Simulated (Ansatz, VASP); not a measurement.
One calculation of BaS, two programs

```xyz
2
Lattice="0.0000 3.1938 3.1938 3.1938 0.0000 3.1938 3.1938 3.1938 0.0000" Properties=species:S:1:pos:R:3 pbc="T T T"
Ba    0.0000    0.0000    0.0000
S     3.1938    3.1938    3.1938
```

Alike in both runs: task relaxation of cell and atoms; functional PBE; k mesh 7 × 7 × 7; occupations fermi-dirac, width 0.05 eV; no spin polarisation.

```csv
,VASP,Ansatz
version,VASP 6.6.1,Ansatz 0.2.0
potentials or method,"VASP PAW PBE potentials, release 64 (Ba_sv, S), cutoff 600 eV","all-electron LAPW, scalar-relativistic"
```

|  | VASP | Ansatz | Ansatz less VASP |
| --- | --- | --- | --- |
| relaxed volume (Å³/atom) | 33.65 | 33.21 | -0.434 |
| relaxed cell length with the largest relative difference (Å) | 4.566 | 4.546 | -0.0197 |

Ansatz ran all-electron here, and VASP with PAW potentials.

Neither program's run includes spin-orbit coupling.
